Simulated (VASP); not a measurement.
# BP (F-43m) in VASP: a series of runs

BP is run at these levels: LDA; tasks: single point, relaxation of cell and atoms.

All numbers are computed with VASP 6.6.1; they aren't measurements. Logs are shortened: lines on timing, memory, paths and dates and some standing lists are left out, and cuts for length are marked.

## Step 1: The cell of the first run

It takes space group F-43m (No. 216, cubic). Conventional cell: a = 4.520 Å, b = 4.520 Å, c = 4.520 Å, α = 90.00°, β = 90.00°, γ = 90.00°. B (site symmetry -43m) has 4 P at 1.96 Å within 2.6 Å. Within 2.6 Å of P (site symmetry -43m) lie 4 B at 1.96 Å.

## Step 2: Single point, LDA (volume scaled by 1.02)

INCAR

```
ALGO = Normal ; EDIFF = 1E-6
ENCUT = 520 ; ISIF = 2
ISMEAR = 0 ; LASPH = True
LCHARG = False ; LREAL = False
LWAVE = False ; NBANDS = 11
NELM = 80 ; PREC = Accurate
SIGMA = 0.01
```

KPOINTS

```
k-points
0
Gamma
  10 10 10
```

POSCAR

```
BP
1.0
    0.0000000000      2.2601014554      2.2601014554
    2.2601014554      0.0000000000      2.2601014554
    2.2601014554      2.2601014554      0.0000000000
B P
1 1
Direct
    0.0000000000      0.0000000000      0.0000000000
    0.7500000000      0.7500000000      0.7500000000
```

Potentials or basis: VASP PAW LDA potentials, release 64 (B, P).

Command:

```bash
$ cat potpaw_LDA.64/B/POTCAR potpaw_LDA.64/P/POTCAR > POTCAR
$ mpirun -np 1 vasp_std > vasp.out
```

OUTCAR:

```text
EDIFF = 1E-6
   ENCUT = 520
   ISIF = 2
   ISMEAR = 0
   LASPH = True
   LREAL = False
   NELM = 80
   PREC = Accurate

 ion  position               nearest neighbor table
   1  0.000  0.000  0.000-   2 1.96   2 1.96   2 1.96   2 1.96
   2  0.750  0.750  0.750-   1 1.96   1 1.96   1 1.96   1 1.96

  LATTYP: Found a face centered cubic cell.
 ALAT       =     4.5202029108

  Lattice vectors:

 A1 = (   0.0000000000,   2.2601014554,   2.2601014554)
 A2 = (   2.2601014554,   0.0000000000,   2.2601014554)
 A3 = (   2.2601014554,   2.2601014554,   0.0000000000)

Analysis of symmetry for initial positions (statically):
=====================================================================
 Subroutine PRICEL returns:
 Original cell was already a primitive cell.

 Routine SETGRP: Setting up the symmetry group for a
 face centered cubic supercell.

 Subroutine GETGRP returns: Found 24 space group operations
 (whereof 24 operations were pure point group operations)
 out of a pool of 48 trial point group operations.

The static configuration has the point symmetry T_d .

Analysis of symmetry for dynamics (positions and initial velocities):
=====================================================================
 Subroutine PRICEL returns:
 Original cell was already a primitive cell.

 Routine SETGRP: Setting up the symmetry group for a
 face centered cubic supercell.

 Subroutine GETGRP returns: Found 24 space group operations
 (whereof 24 operations were pure point group operations)
 out of a pool of 48 trial point group operations.

The dynamic configuration has the point symmetry T_d .

 Subroutine INISYM returns: Found 24 space group operations
 (whereof 24 operations are pure point group operations),
 and found     1 'primitive' translations

----------------------------------------------------------------------------------------

                                     Primitive cell

  volume of cell :      23.0895

  direct lattice vectors                    reciprocal lattice vectors
     0.000000000  2.260101455  2.260101455    -0.221229007  0.221229007  0.221229007
     2.260101455  0.000000000  2.260101455     0.221229007 -0.221229007  0.221229007
     2.260101455  2.260101455  0.000000000     0.221229007  0.221229007 -0.221229007

  length of vectors
     3.196266131  3.196266131  3.196266131     0.383179880  0.383179880  0.383179880

  position of ions in fractional coordinates (direct lattice)
     0.000000000  0.000000000  0.000000000
     0.750000000  0.750000000  0.750000000

  ion indices of the primitive-cell ions
   primitive index   ion index
                 1           1
                 2           2

----------------------------------------------------------------------------------------

 KPOINTS: k-points

Automatic generation of k-mesh.
 Grid dimensions read from file:
 generate k-points for:   10   10   10

 Generating k-lattice:

  Cartesian coordinates                     Fractional coordinates (reciprocal lattice)
    -0.022122901  0.022122901  0.022122901     0.100000000  0.000000000  0.000000000
     0.022122901 -0.022122901  0.022122901     0.000000000  0.100000000  0.000000000
     0.022122901  0.022122901 -0.022122901     0.000000000  0.000000000  0.100000000

  Length of vectors
     0.038317988  0.038317988  0.038317988

  Shift w.r.t. Gamma in fractional coordinates (k-lattice)
     0.000000000  0.000000000  0.000000000

 Subroutine IBZKPT returns following result:
 ===========================================

 Found     47 irreducible k-points:

 Following reciprocal coordinates:
            Coordinates               Weight
  0.000000  0.000000  0.000000      1.000000
  0.100000  0.000000  0.000000      8.000000
  0.200000  0.000000  0.000000      8.000000
  0.300000  0.000000  0.000000      8.000000
  0.400000  0.000000  0.000000      8.000000
  0.500000  0.000000  0.000000      4.000000
[... 16 lines left out ...]
  0.300000  0.300000  0.000000      6.000000
  0.400000  0.300000  0.000000     24.000000
 [... further k-points ...]
   k-points           NKPTS =     47   k-points in BZ     NKDIM =     47   number of bands    NBANDS=     11
   number of dos      NEDOS =    301   number of ions     NIONS =      2
   total plane-waves  NPLWV =  13824
   dimension x,y,z NGX =    24 NGY =   24 NGZ =   24
   dimension x,y,z NGXF=    48 NGYF=   48 NGZF=   48
   ions per type =               1   1
   NGX,Y,Z   is equivalent  to a cutoff of  12.48, 12.48, 12.48 a.u.
   NGXF,Y,Z  is equivalent  to a cutoff of  24.97, 24.97, 24.97 a.u.
 SYSTEM =  unknown system
   PREC   = accura    normal or accurate (medium, high low for compatibility)
   ISTART =      0    job   : 0-new  1-cont  2-samecut
   ICHARG =      2    charge: 1-file 2-atom 10-const
   ISPIN  =      1    spin polarized calculation?
   LNONCOLLINEAR =      F non collinear calculations
   LSORBIT =      F    spin-orbit coupling
   LASPH  =      T    aspherical Exc in radial PAW
   ENCUT  =  520.0 eV  38.22 Ry    6.18 a.u.   5.94  5.94  5.94*2*pi/ulx,y,z
   NELM   =     80;   NELMIN=  2; NELMDL= -5     # of ELM steps
   EDIFF  = 0.1E-05   stopping-criterion for ELM
   LREAL  =      F    real-space projection
   EDIFFG = 0.1E-04   stopping-criterion for IOM
   NSW    =      0    number of steps for IOM
   IBRION =     -1    ionic relax: 0-MD 1-quasi-New 2-CG
   NFREE  =      0    steps in history (QN), initial steepest desc. (CG)
   ISIF   =      2    stress and relaxation
   ISYM   =      2    0-nonsym 1-usesym 2-fastsym
   POTIM  = 0.5000    time-step for ionic-motion
   TEBEG  =    0.0;   TEEND  =   0.0 temperature during run
   PSTRESS=    0.0 pullay stress
   NELECT =       8.0000    total number of electrons
   NUPDOWN=      -1.0000    fix difference up-down
   EMIN   =  10.00;   EMAX   =-10.00  energy-range for DOS
   EFERMI =   0.00;   METHOD = LEGACY
   ISMEAR =     0;   SIGMA  =   0.01  broadening in eV -4-tet -1-fermi 0-gaus
   EFERMI_NEDOS =   21; number of points for ismear=-14 and -15
   IALGO  =     38    algorithm
   IMIX   =      4    mixing-type and parameters
     AMIX     =   0.40;   BMIX     =  1.00
     AMIX_MAG =   1.60;   BMIX_MAG =  1.00
  volume/ion in A,a.u.               =      11.54        77.91
  Fermi-wavevector in a.u.,A,eV,Ry     =   1.149830  2.172863 17.988379  1.322109
  Thomas-Fermi vector in A             =   2.286497
   LORBIT       =      0    0 simple, 1 ext, 2 COOP (PROOUT), +10 PAW based schemes
   GGA     = CA    functional components
   LHFCALC =     F    Hartree Fock is set to
   AEXX    =    0.0000 exact exchange contribution
   IVDW    =     0    specifies the selected vdW correction
   LEPSILON=     F    determine dielectric tensor
   LRPA    =     F    only Hartree local field effects (RPA)
 non-spin polarized calculation
 Gauss-broadening in eV      SIGMA  =   0.01
  energy-cutoff  :      520.00
  volume of cell :       23.09
 maximum number of plane-waves:       636
   NGX = 11   NGY = 11   NGZ = 11

 number of electron       8.0000001 magnetization

 Free energy of the ion-electron system (eV)
  ---------------------------------------------------
  ext. energy  EPLUGINS =         0.00000000
  ---------------------------------------------------
  free energy    TOTEN  =       -14.39451159 eV

  energy without entropy =      -14.39451159  energy(sigma->0) =      -14.39451159

 E-fermi :   7.6228     XC(G=0): -11.1367

 val. band max:        7.5471905592   @ k =   0.0000   0.0000   0.0000
 cond. band min:       8.7211849527   @ k =   0.4000   0.4000   0.0000
 fundamental gap:      1.1739943935
 Fermi energy:         7.6228301660

 k-point     1 :       0.0000    0.0000    0.0000
  band No.  band energies     occupation
      1      -7.9472      2.00000
      2       7.5472      2.00000
      3       7.5472      2.00000
      4       7.5472      2.00000
      5      10.9441      0.00000
      6      10.9441      0.00000
      7      10.9441      0.00000
      8      15.0963      0.00000
      9      18.8868      0.00000
     10      19.7633      0.00000
     11      19.7633      0.00000

 k-point     2 :       0.1000    0.0000    0.0000
  band No.  band energies     occupation
      1      -7.7655      2.00000
      2       6.2472      2.00000
      3       7.2506      2.00000
      4       7.2506      2.00000
      5      11.3543      0.00000
      6      11.3543      0.00000
      7      11.3828      0.00000
      8      15.5907      0.00000
      9      19.0372      0.00000
     10      19.0372      0.00000
     11      19.4563      0.00000

 k-point     3 :       0.2000    0.0000    0.0000
  band No.  band energies     occupation
      1      -7.2271      2.00000
      2       3.8992      2.00000
      3       6.6893      2.00000
      4       6.6893      2.00000
      5      11.6057      0.00000
      6      12.0737      0.00000
      7      12.0737      0.00000
      8      16.6672      0.00000
      9      18.4087      0.00000
     10      18.4087      0.00000
     11      20.3416      0.00000

 k-point     4 :       0.3000    0.0000    0.0000
  band No.  band energies     occupation
      1      -6.3607      2.00000
      2       1.5261      2.00000
      3       6.1994      2.00000
      4       6.1994      2.00000
      5      11.5377      0.00000
      6      12.3939      0.00000
      7      12.3939      0.00000
      8      17.4483      0.00000
      9      18.9839      0.00000
     10      18.9839      0.00000
     11      20.6599      0.00000
[... 239 lines left out ...]
 k-point    22 :      -0.2000    0.2000    0.0000
  band No.  band energies     occupation
      1      -6.0669      2.00000
      2       2.3136      2.00000
      3       3.3334      2.00000
      4       6.3009      2.00000
      5      12.0074      0.00000
      6      12.8622      0.00000
      7      13.9339      0.00000
      8      15.8779      0.00000
      9      17.0368      0.00000
     10      21.0855      0.00000
     11      23.3387      0.00000

 k-point    23 :       0.3000    0.3000    0.0000
  band No.  band energies     occupation
      1      -5.8146      2.00000
      2       2.7697      2.00000
      3       4.2996      2.00000
      4       4.2996      2.00000
      5       9.0135      0.00000
      6      11.3707      0.00000
      7      16.4153      0.00000
      8      16.4153      0.00000
      9      20.6562      0.00000
     10      22.0313      0.00000
     11      23.9595      0.00000

 k-point    24 :       0.4000    0.3000    0.0000
  band No.  band energies     occupation
      1      -4.9817      2.00000
      2       1.4342      2.00000
      3       3.4584      2.00000
      4       4.0033      2.00000
      5       9.2989      0.00000
      6      11.0862      0.00000
      7      17.0354      0.00000
      8      17.0394      0.00000
      9      21.5159      0.00000
     10      22.8951      0.00000
     11      24.5558      0.00000

 [... further k-points ...]
[... 5 lines left out ...]
  --------------------------------------------------------------------------------------
  -------------------------------------------------------------------------------------
  Total       -0.4975715     -0.4975715     -0.4975715      0.0000000      0.0000000      0.0000000
  in kB      -34.5264779    -34.5264779    -34.5264779      0.0000000      0.0000000      0.0000000
  external PRESSURE =     -34.5264779 kB  Pullay stress =       0.0000000 kB

 VOLUME and BASIS-vectors are now :
 -----------------------------------------------------------------------------
  energy-cutoff  :      520.00
  volume of cell :       23.09
      direct lattice vectors                 reciprocal lattice vectors
     0.000000000  2.260101455  2.260101455    -0.221229007  0.221229007  0.221229007
     2.260101455  0.000000000  2.260101455     0.221229007 -0.221229007  0.221229007
     2.260101455  2.260101455  0.000000000     0.221229007  0.221229007 -0.221229007

 POSITION                                       TOTAL-FORCE (eV/Angst)
 -----------------------------------------------------------------------------------
      0.00000      0.00000      0.00000         0.000000      0.000000      0.000000
      3.39015      3.39015      3.39015        -0.000000     -0.000000     -0.000000
 -----------------------------------------------------------------------------------
    total drift:                               -0.000000     -0.000000     -0.000000

  FREE ENERGIE OF THE ION-ELECTRON SYSTEM (eV)
  ---------------------------------------------------
  free  energy   TOTEN  =       -14.3945115881 eV

  energy  without entropy=      -14.3945115881  energy(sigma->0) =      -14.39451159
```

It took 4.1 s on 1 thread of Intel Xeon 6975P-C, shared host; peak memory 0.13 GiB.

What came out:

```
Free energy            : -14.3945 eV
Pressure               : -3.5 GPa
Band gap on the k mesh : 1.17 eV, indirect (least direct gap 3.40 eV)
```

Levels at points of the mesh, in eV from the valence-band top:
| k point | band 1 | band 2 | band 3 | band 4 | band 5 | band 6 | band 7 | band 8 | band 9 |
| --- | --- | --- | --- | --- | --- | --- | --- | --- | --- |
| (0.00, 0.00, 0.00) | -15.49 | 0.00 | 0.00 | 0.00 | 3.40 | 3.40 | 3.40 | 7.55 | 11.34 |
| (0.50, 0.00, 0.00) | -12.12 | -9.09 | -1.76 | -1.76 | 3.85 | 4.69 | 4.69 | 9.96 | 14.65 |
| (0.50, 0.50, 0.00) | -10.60 | -8.55 | -4.15 | -4.15 | 1.28 | 1.54 | 12.11 | 12.11 | 15.12 |

Caveat: the cell differs from its parent crystal (volume scaled by 1.02).

## Step 3: Relaxation of cell and atoms, LDA, target pressure 5 GPa, at which the enthalpy is minimised

This run uses another cell than the first one, of 11.32 Å³/atom, 0.980 times its volume.

INCAR

```
SYSTEM = BP
PREC = Accurate
ENCUT = 600
EDIFF = 1E-7
ISMEAR = 0
SIGMA = 0.01
LREAL = .False.
LASPH = .True.
NELM = 80
ALGO = Normal
ISIF = 3
LWAVE = .False.
LCHARG = .False.
GGA = CA
IBRION = 2
NSW = 80
EDIFFG = -0.001
PSTRESS = 50.0
```

KPOINTS

```
Automatic mesh
0
Gamma
  10 10 10
  0 0 0
```

POSCAR

```
BP
1.0
    0.0000000000      2.2452319364      2.2452319364
    2.2452319364      0.0000000000      2.2452319364
    2.2452319364      2.2452319364      0.0000000000
B P
1 1
Direct
    0.0000000000      0.0000000000      0.0000000000
    0.7500000000      0.7500000000      0.7500000000
```

Potentials or basis: VASP PAW LDA potentials, release 64 (B, P).

Command:

```bash
$ cat potpaw_LDA.64/B/POTCAR potpaw_LDA.64/P/POTCAR > POTCAR
$ mpirun -np 1 vasp_std > vasp.out
```

OUTCAR:

```text
SYSTEM = BP
   PREC = Accurate
   ENCUT = 600
   EDIFF = 1E-7
   ISMEAR = 0
   LREAL = .False.
   LASPH = .True.
   NELM = 80
   ISIF = 3
   GGA = CA
   IBRION = 2
   NSW = 80
   EDIFFG = -0.001
   PSTRESS = 50.0

 ion  position               nearest neighbor table
   1  0.000  0.000  0.000-   2 1.94   2 1.94   2 1.94   2 1.94
   2  0.750  0.750  0.750-   1 1.94   1 1.94   1 1.94   1 1.94

  LATTYP: Found a face centered cubic cell.
 ALAT       =     4.4904638728

  Lattice vectors:

 A1 = (   0.0000000000,   2.2452319364,   2.2452319364)
 A2 = (   2.2452319364,   0.0000000000,   2.2452319364)
 A3 = (   2.2452319364,   2.2452319364,   0.0000000000)

Analysis of symmetry for initial positions (statically):
=====================================================================
 Subroutine PRICEL returns:
 Original cell was already a primitive cell.
[... 368 lines left out ...]
  free energy    TOTEN  =       -14.39181906 eV

  energy without entropy =      -14.39181906  energy(sigma->0) =      -14.39181906

 E-fermi :   8.2240     XC(G=0): -11.3341

 val. band max:        8.1262775235   @ k =   0.0000   0.0000   0.0000
 cond. band min:       9.2445341128   @ k =   0.4000   0.4000   0.0000
 fundamental gap:      1.1182565893
 Fermi energy:         8.2240288154

 k-point     1 :       0.0000    0.0000    0.0000
  band No.  band energies     occupation
      1      -7.7945      2.00000
      2       8.1263      2.00000
      3       8.1263      2.00000
      4       8.1263      2.00000
      5      11.6034      0.00000
      6      11.6034      0.00000
      7      11.6034      0.00000
      8      16.4150      0.00000
[... 243 lines left out ...]
 k-point    24 :       0.4000    0.3000    0.0000
  band No.  band energies     occupation
      1      -4.7036      2.00000
      2       1.9127      2.00000
      3       3.8623      2.00000
      4       4.4353      2.00000
      5       9.8487      0.00000
      6      11.6556      0.00000
      7      17.9224      0.00000
      8      17.9783      0.00000

 [... further k-points ...]
[... 5 lines left out ...]
  --------------------------------------------------------------------------------------
  -------------------------------------------------------------------------------------
  Total        0.6868159      0.6868159      0.6868159     -0.0000000     -0.0000000     -0.0000000
  in kB       49.9743162     49.9743162     49.9743162     -0.0000000     -0.0000000     -0.0000000
  external PRESSURE =      -0.0256838 kB  Pullay stress =      50.0000000 kB
[... 21 lines left out ...]
  energy  without entropy=      -14.3918190632  energy(sigma->0) =      -14.39181906

  enthalpy is  TOTEN    =       -13.7046502223 eV   P V=        0.6871688408

 reached required accuracy - stopping structural energy minimisation
```

OSZICAR:

```text
N       E                     dE             d eps       ncg     rms          rms(c)
DAV:   1     0.108045905388E+02    0.10805E+02   -0.45367E+03   752   0.100E+03
DAV:   2    -0.149881424253E+02   -0.25793E+02   -0.24757E+02  1168   0.121E+02
DAV:   3    -0.153006565370E+02   -0.31251E+00   -0.31251E+00   912   0.168E+01
[... 41 lines left out ...]
       N       E                     dE             d eps       ncg     rms          rms(c)
DAV:   1    -0.143918199585E+02    0.21022E-03   -0.29351E-05   848   0.438E-02    0.736E-03
DAV:   2    -0.143918192618E+02    0.69665E-06   -0.14758E-06   976   0.792E-03    0.409E-03
DAV:   3    -0.143918190754E+02    0.18640E-06   -0.41322E-07   824   0.373E-03    0.736E-04
DAV:   4    -0.143918190632E+02    0.12274E-07   -0.13627E-08   376   0.899E-04
   6 F= -.13704650E+02 E0= -.13704650E+02  d E =-.271365E-05
```

CONTCAR:

```text
BP
   1.00000000000000
    -0.0000000000000000    2.2246311478378660    2.2246311478378660
     2.2246311478378660   -0.0000000000000000    2.2246311478378660
     2.2246311478378660    2.2246311478378660    0.0000000000000000
  B               P
     1     1
Direct
     0.0000000000000000    0.0000000000000000    0.0000000000000000
     0.7500000000000000    0.7500000000000000    0.7500000000000000

  0.00000000E+00  0.00000000E+00  0.00000000E+00
  0.00000000E+00  0.00000000E+00  0.00000000E+00
```

Wall time 21 s (1 thread of Intel Xeon 6975P-C, shared host); peak memory 0.14 GiB.

What came out:

```yaml
Free_energy: -14.3918 eV
Relaxed_volume: 11.01 Å³/atom
Relaxed_cell: a = 3.146 Å, b = 3.146 Å, c = 3.146 Å, α = 60.00°, β = 60.00°, γ = 60.00°
Space_group_after_relaxing_to_0.05_Å: F-43m (No. 216)
Energy_change_on_relaxing_the_enthalpy_is_what_falls: +4.6 meV/atom
Ionic_steps: 6
Pressure_after_relaxing: 5.0 GPa
Band_gap_on_the_k_mesh: 1.12 eV, indirect (least direct gap 3.48 eV)
```

The path:
```csv
step,energy change (eV),largest force (eV/Å),pressure (GPa),volume (Å³)
1,0.0000,0.0000,-0.11,22.64
2,0.0347,0.0000,10.08,21.48
3,0.0091,0.0000,4.98,22.02
4,0.0095,0.0000,5.08,22.01
5,0.0090,0.0000,4.94,22.03
6,0.0092,0.0000,5.00,22.02
```

Final structure:
```yaml
crystal:
  lattice:
    - [0.00000, 2.22463, 2.22463]
    - [2.22463, 0.00000, 2.22463]
    - [2.22463, 2.22463, 0.00000]
  atoms:
    - { symbol: B, position: [0.00000, 0.00000, 0.00000] }
    - { symbol: P, position: [0.75000, 0.75000, 0.75000] }
```

Caveat: the cell is relaxed towards a set pressure, so the enthalpy falls and the energy may rise. Expect the measured gap to be larger: semilocal functionals such as LDA lack the derivative discontinuity.
